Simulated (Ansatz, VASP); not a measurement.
# HfO2: VASP beside Ansatz

```
Hf O
1.0
    -2.55750   -2.55750    0.00000
     2.55750   -2.55750    0.00000
     0.00000    0.00000   11.73000
Hf O
4 8
Direct
  0.00000 0.00000 0.81762
  0.50000 0.50000 0.16352
  0.00000 0.00000 0.38155
  0.50000 0.50000 0.59958
  0.50000 0.00000 0.05451
  0.00000 0.50000 0.27254
  0.50000 0.00000 0.49057
  0.00000 0.50000 0.70860
  0.50000 0.00000 0.27254
  0.00000 0.50000 0.49057
  0.50000 0.00000 0.70860
  0.00000 0.50000 0.05451
```

Alike in both runs: task single point; functional r2SCAN; k mesh 6 × 6 × 3; occupations gaussian, width 0.05 eV; no spin polarisation.

|  | VASP | Ansatz |
| --- | --- | --- |
| version | VASP 6.6.1 | Ansatz 0.2.0 |
| potentials or method | VASP PAW PBE potentials, release 64 (Hf_pv, O), cutoff 520 eV | scalar-relativistic, plane waves, PAW |
| valence electrons in the cell | 88 | 152 |

```tsv
	VASP	Ansatz	Ansatz less VASP
gap on the k mesh at the Fermi level (eV)	none	none	-
pressure (GPa)	-16.5	-13.7	+2.77
traceless stress, the component that is largest in VASP (GPa)	-9.85	-9.83	+0.015
rms of the force components (eV/Å)	0.992	1.011	+0.0184
```

VASP's potentials were made for PBE, not for r2SCAN. Atom by atom the forces differ by 0.056 eV/Å (rms over components). A gap of «none» marks a metal or a gap that the smearing closes. The functional is the same, so the differences come from potentials, cutoffs and numerics. VASP's potentials hold 88 valence electrons a cell and Ansatz's 152, so a difference there can come from the potentials and not from the codes.

Spin-orbit coupling is off throughout.
